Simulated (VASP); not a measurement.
Runs of VASP 6.6.1 on Cd. It takes space group P6_3/mmc (No. 194, hexagonal). The conventional cell has a = 2.882 Å, b = 2.882 Å, c = 5.638 Å, α = 90.00°, β = 90.00°, γ = 120.00°. Cd (site symmetry -6m2) has 12 Cd at 2.88 to 3.27 Å within 3.8 Å. 

```csv
k mesh,smearing,gap on the mesh (eV),pressure (GPa)
10 × 10 × 5,fermi-dirac 0.1 eV,none,0.0
6 × 6 × 3,fermi-dirac 0.1 eV,none,(a)
8 × 8 × 4,fermi-dirac 0.1 eV,none,0.4
13 × 13 × 6,methfessel-paxton 0.01 eV,none,0.0
5 × 5 × 2,fermi-dirac 0.1 eV,none,1.1
```

Alike in all rows: task single point; level LDA; potentials or basis VASP PAW LDA potentials, release 64 (Cd_sv_GW); no spin polarisation; cell as given; cutoff (eV) 630.

Task: Fill in the values left out.

Result: (a) -0.1.

Caveats: some runs use coarse meshes.

A k mesh can miss the band edges, and the runs leave out spin-orbit coupling on Cd.

A gap of «none» marks levels without a gap at the run's occupations.
